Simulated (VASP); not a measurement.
Set up this calculation in VASP 6.6.1, as the native input.

| Item | Value |
| --- | --- |
| Task | single point |
| Functional | PBE |
| Potentials or basis | VASP PAW PBE potentials, release 64 (Zn, S) |
| Cutoff | 520 eV |
| k mesh | 8 × 8 × 8 |
| Occupations | gaussian, width 0.05 eV |
| Spin | no spin polarisation |
| Dipole correction | no |
| Further INCAR settings | ALGO = Normal; EDIFF = 1e-06; NBANDS = 16 |

The structure of ZnS lies in POSCAR:

```
ZnS
1.0
    0.0408234598      2.7215639840      2.7215639840
    2.7623874438      0.0000000000      2.7623874438
    2.7215639840      2.7215639840      0.0408234598
Zn S
1 1
Direct
    0.0000000000      0.0000000000      0.0000000000
    0.7500000000      0.7500000000      0.7500000000
```

This cell differs from its parent crystal: strain +0.0300 x Voigt [0, 0, 0, 0, 1, 0].

These files were run (other wordings do the same):

INCAR

```
ALGO = Normal ; EDIFF = 1E-6
ENCUT = 520 ; GGA = PE
ISIF = 2 ; ISMEAR = 0
LASPH = True ; LCHARG = False
LREAL = False ; LWAVE = False
NBANDS = 16 ; NELM = 100
PREC = Accurate ; SIGMA = 0.05
```

KPOINTS

```
k-points
0
Gamma
  8 8 8
```

Potentials or basis: VASP PAW PBE potentials, release 64 (Zn, S).

Launch:

```bash
$ cat potpaw_PBE.64/Zn/POTCAR potpaw_PBE.64/S/POTCAR > POTCAR
$ mpirun -np 1 vasp_std > vasp.out
```

It gave:

```
Pressure               : 0.3 GPa
Largest force          : 0.150 eV/Å
Band gap on the k mesh : 1.96 eV
```

Caveat: the cell differs from its parent crystal (strain +0.0300 x Voigt [0, 0, 0, 0, 1, 0]).

Run time: 86 s on 1 thread of Intel Xeon 8259CL, with other jobs on the host, peak memory 0.2 GiB.
